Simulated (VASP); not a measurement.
# Ta (P6_3/mmc) in VASP: further runs, part 2 of 2

VASP 6.6.1.

### 5 Single point, PBEsol

This run uses another cell than the first one, of 18.38 Å³/atom, 1.015 times its volume.

The input, INCAR:

```
PREC = Accurate ; ENCUT = 520
EDIFF = 1E-7 ; ISMEAR = 0
SIGMA = 0.05 ; LREAL = F
LASPH = T ; NELM = 60
ALGO = Normal ; ISIF = 2
LWAVE = F ; LCHARG = T
GGA = PS ; LELF = T
LVHAR = T ; NBANDS = 18
```

The input, KPOINTS:

```
Automatic mesh
0
Gamma
  19 19 9
```

The input, POSCAR:

```
Ta
1.0
    2.8778930386      0.0000028644      0.0000000000
   -1.4389489999      2.4923270486      0.0000000000
    0.0000000000      0.0000000000      5.1262270013
Ta
2
Direct
    0.6666666667      0.3333333333      0.7500000000
    0.3333333333      0.6666666667      0.2500000000
```

Potentials or basis: VASP PAW PBE potentials, release 64 (Ta_pv).

On the command line:

```sh
$ cat potpaw_PBE.64/Ta_pv/POTCAR > POTCAR
$ mpirun -np 1 vasp_std > vasp.out
```

OUTCAR:

```text
PREC = Accurate
   ENCUT = 520
   EDIFF = 1E-7
   ISMEAR = 0
   LREAL = F
   LASPH = T
   NELM = 60
   ISIF = 2
   GGA = PS

 ion  position               nearest neighbor table
   1  0.667  0.333  0.750-   2 3.05   2 3.05   2 3.05   2 3.05   2 3.05   2 3.05
   2  0.333  0.667  0.250-   1 3.05   1 3.05   1 3.05   1 3.05   1 3.05   1 3.05

  LATTYP: Found a hexagonal cell.
 ALAT       =     2.8778930386
 C/A-ratio  =     1.7812430596

  Lattice vectors:

 A1 = (   2.8778930386,   0.0000028644,   0.0000000000)
 A2 = (  -1.4389489999,   2.4923270486,   0.0000000000)
 A3 = (   0.0000000000,   0.0000000000,   5.1262270013)

Analysis of symmetry for initial positions (statically):
=====================================================================
 Subroutine PRICEL returns:
 Original cell was already a primitive cell.

 Routine SETGRP: Setting up the symmetry group for a
 hexagonal supercell.

 Subroutine GETGRP returns: Found 24 space group operations
 (whereof 12 operations were pure point group operations)
 out of a pool of 24 trial point group operations.

The static configuration has the point symmetry D_3d.
 The point group associated with its full space group is D_6h.

Analysis of symmetry for dynamics (positions and initial velocities):
=====================================================================
 Subroutine PRICEL returns:
 Original cell was already a primitive cell.

 Routine SETGRP: Setting up the symmetry group for a
 hexagonal supercell.

 Subroutine GETGRP returns: Found 24 space group operations
 (whereof 12 operations were pure point group operations)
 out of a pool of 24 trial point group operations.

The dynamic configuration has the point symmetry D_3d.
 The point group associated with its full space group is D_6h.

 Subroutine INISYM returns: Found 24 space group operations
[... 105 lines left out ...]
   POTIM  = 0.5000    time-step for ionic-motion
   TEBEG  =    0.0;   TEEND  =   0.0 temperature during run
   PSTRESS=    0.0 pullay stress
   NELECT =      22.0000    total number of electrons
   NUPDOWN=      -1.0000    fix difference up-down
   EMIN   =  10.00;   EMAX   =-10.00  energy-range for DOS
   EFERMI =   0.00;   METHOD = LEGACY
   ISMEAR =     0;   SIGMA  =   0.05  broadening in eV -4-tet -1-fermi 0-gaus
   EFERMI_NEDOS =   21; number of points for ismear=-14 and -15
   IALGO  =     38    algorithm
   IMIX   =      4    mixing-type and parameters
     AMIX     =   0.40;   BMIX     =  1.00
     AMIX_MAG =   1.60;   BMIX_MAG =  1.00
  volume/ion in A,a.u.               =      18.38       124.06
  Fermi-wavevector in a.u.,A,eV,Ry     =   1.379505  2.606886 25.892333  1.903033
  Thomas-Fermi vector in A             =   2.504468
   LORBIT       =      0    0 simple, 1 ext, 2 COOP (PROOUT), +10 PAW based schemes
   GGA     = PS    functional components
   LHFCALC =     F    Hartree Fock is set to
   AEXX    =    0.0000 exact exchange contribution
   IVDW    =     0    specifies the selected vdW correction
   LEPSILON=     F    determine dielectric tensor
   LRPA    =     F    only Hartree local field effects (RPA)
 non-spin polarized calculation
 Gauss-broadening in eV      SIGMA  =   0.05
  energy-cutoff  :      520.00
  volume of cell :       36.77
 maximum number of plane-waves:      1027
 NGX is ok and might be reduce to    24
   NGX = 11   NGY = 11   NGZ = 19

 number of electron      22.0000002 magnetization

 Free energy of the ion-electron system (eV)
  ---------------------------------------------------
  ext. energy  EPLUGINS =         0.00000000
  ---------------------------------------------------
  free energy    TOTEN  =       -24.50803580 eV

  energy without entropy =      -24.50492721  energy(sigma->0) =      -24.50648151

 E-fermi :   5.5735     XC(G=0): -12.6110

 val. band max:        5.5717249006   @ k =   0.3158   0.1053   0.2222
 cond. band min:       5.5749819090   @ k =   0.3158   0.0526   0.2222
 fundamental gap:      0.0032570084
 Fermi energy:         5.5734687780

 k-point     1 :       0.0000    0.0000    0.0000
  band No.  band energies     occupation
      1     -28.9241      2.00000
      2     -28.0409      2.00000
      3     -27.9163      2.00000
      4     -27.9163      2.00000
      5     -27.8276      2.00000
      6     -27.8276      2.00000
[... 481 lines left out ...]
      5     -28.1358      2.00000
      6     -28.0824      2.00000
[... 10 lines left out ...]
     17      11.7903      0.00000
     18      14.0295      0.00000

 [... further k-points ...]
[... 5 lines left out ...]
  --------------------------------------------------------------------------------------
  -------------------------------------------------------------------------------------
  Total       -0.6577568     -0.6577568     -0.6924040     -0.0000000      0.0000000     -0.0000000
  in kB      -28.6614518    -28.6614518    -30.1711855     -0.0000000      0.0000000     -0.0000000
  external PRESSURE =     -29.1646963 kB  Pullay stress =       0.0000000 kB

 VOLUME and BASIS-vectors are now :
 -----------------------------------------------------------------------------
  energy-cutoff  :      520.00
  volume of cell :       36.77
      direct lattice vectors                 reciprocal lattice vectors
     2.877893039  0.000002864  0.000000000     0.347476231  0.200615956  0.000000000
    -1.438949000  2.492327049  0.000000000    -0.000000399  0.401231221  0.000000000
     0.000000000  0.000000000  5.126227001     0.000000000  0.000000000  0.195075247

 POSITION                                       TOTAL-FORCE (eV/Angst)
 -----------------------------------------------------------------------------------
      1.43895      0.83078      3.84467         0.000000     -0.000000      0.000000
     -0.00000      1.66155      1.28156        -0.000000      0.000000      0.000000
 -----------------------------------------------------------------------------------
    total drift:                               -0.000000      0.000000     -0.000000

  FREE ENERGIE OF THE ION-ELECTRON SYSTEM (eV)
  ---------------------------------------------------
  free  energy   TOTEN  =       -24.5080358038 eV

  energy  without entropy=      -24.5049272134  energy(sigma->0) =      -24.50648151
```

stdout:

```text
POSCAR found type information on POSCAR Ta
 POSCAR found :  1 types and       2 ions
 scaLAPACK will be used
 -----------------------------------------------------------------------------
|                                                                             |
|                                                                             |
|     You enforced a specific xc type in the INCAR file but a different       |
|     I HOPE YOU KNOW WHAT YOU ARE DOING!                                     |
|                                                                             |
 -----------------------------------------------------------------------------

 LDA part: xc-table for (Slater+PW92), standard interpolation
 POSCAR, INCAR and KPOINTS ok, starting setup
 FFT: planning ... GRIDC
 FFT: planning ... GRID_SOFT
 FFT: planning ... GRID
 WAVECAR not read
 entering main loop
```

It took 38 s on 1 thread of Intel Xeon 6975P-C (Granite Rapids), shared host; peak memory 0.24 GiB.

Results:

```yaml
Free_energy: -24.5080 eV
Pressure: -2.9 GPa
Band_gap_on_the_k_mesh: zero (band 11 reaches 6.83 eV, above the bottom of band 12 at 4.93 eV)
```

Stress tensor (GPa, compression positive):
```
-2.87  0.00  0.00
 0.00 -2.87  0.00
 0.00  0.00 -3.02
```

Caveat: the PAW data sets were made with another functional, which shifts forces and pressure a little; spin-orbit coupling is left out, which moves the levels of the heavy elements.

### 6 Overview

```tsv
cell	k mesh	gap on the mesh (eV)	pressure (GPa)
a = 2.864, b = 2.864, c = 5.101 Å, angles 90.0, 90.0, 120.0°, 2 atoms	18 × 18 × 9	none	0.1
a = 2.849, b = 2.849, c = 5.075 Å, angles 90.0, 90.0, 120.0°, 2 atoms	19 × 19 × 9	none	3.2
a = 2.864, b = 2.864, c = 5.101 Å, angles 90.0, 90.0, 120.0°, 2 atoms	19 × 19 × 9	none	0.0
a = 2.878, b = 2.878, c = 5.126 Å, angles 90.0, 90.0, 120.0°, 2 atoms	19 × 19 × 9	none	-2.9
```

Alike in all rows: task single point; level PBEsol; potentials or basis VASP PAW PBE potentials, release 64 (Ta_pv); no spin polarisation; cutoff (eV) 520; smearing gaussian 0.05 eV.

Caveats: the PAW data sets were made with another functional, which shifts forces and pressure a little; spin-orbit coupling is left out, which moves the levels of the heavy elements.

Absolute energies hang on the potentials; compare differences alone.
